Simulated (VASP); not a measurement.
Set up this calculation in VASP 6.6.1, as the native input.

```
Task                   : relaxation of shape and atoms at fixed volume
Functional             : PBE
Potentials or basis    : VASP PAW PBE potentials, release 64 (In_d)
Cutoff                 : 600 eV
k mesh                 : 15 × 15 × 14
Occupations            : fermi-dirac, width 0.1 eV
Spin                   : no spin polarisation
Dipole correction      : no
Further INCAR settings : ALGO = Normal; EDIFF = 1e-06; IBRION = 2; EDIFFG = -0.005; NSW = 50; ISIF = 4
```

The structure of In lies in POSCAR:

```
In
1.0
    2.4994367965      0.0000000000      0.0000000000
   -1.2497183982      2.1645757609      0.0000000000
    0.0000000000      0.0000000000      2.3727864844
In
1
Direct
    0.0000000000      0.0000000000      0.0000000000
```

This isn't the form of In at room conditions, which is tetragonal.

One way to write it, as run:

INCAR

```
SYSTEM = In
PREC     = Accurate       ! precision mode
ENCUT    = 600            ! plane-wave cutoff, eV
EDIFF    = 1E-6           ! SCF threshold, eV
ISMEAR   = -1             ! smearing method
SIGMA    = 0.1            ! smearing width, eV
LREAL    = .False.        ! projectors in reciprocal space
LASPH    = .True.         ! aspherical terms in the spheres
NELM     = 100            ! most SCF steps
ALGO     = Normal         ! electronic algorithm
ISIF     = 4              ! what is computed and relaxed
LWAVE    = .False.        ! write WAVECAR
LCHARG   = .False.        ! write CHGCAR
GGA      = PE             ! functional
IBRION   = 2              ! ionic algorithm
NSW      = 50             ! ionic steps
EDIFFG   = -0.005         ! ionic threshold
```

KPOINTS

```
Automatic mesh
0
Gamma
  15 15 14
  0 0 0
```

Potentials or basis: VASP PAW PBE potentials, release 64 (In_d).

The run is started by

```bash
$ cat potpaw_PBE.64/In_d/POTCAR > POTCAR
$ mpirun -np 1 vasp_std > vasp.out
```

It gave:

```
Energy gained by relaxing : 3.0 meV/atom
Ionic steps               : 4
Pressure after relaxing   : 209.0 GPa
Band gap on the k mesh    : zero (an odd number of electrons rules out a gap without spin polarisation)
```

Caveat: spin-orbit coupling is left out, which moves the levels of the heavy elements.

Wall time 92 s on 1 thread of Intel Xeon 8259CL, with other jobs on the host, peak memory 0.15 GiB.
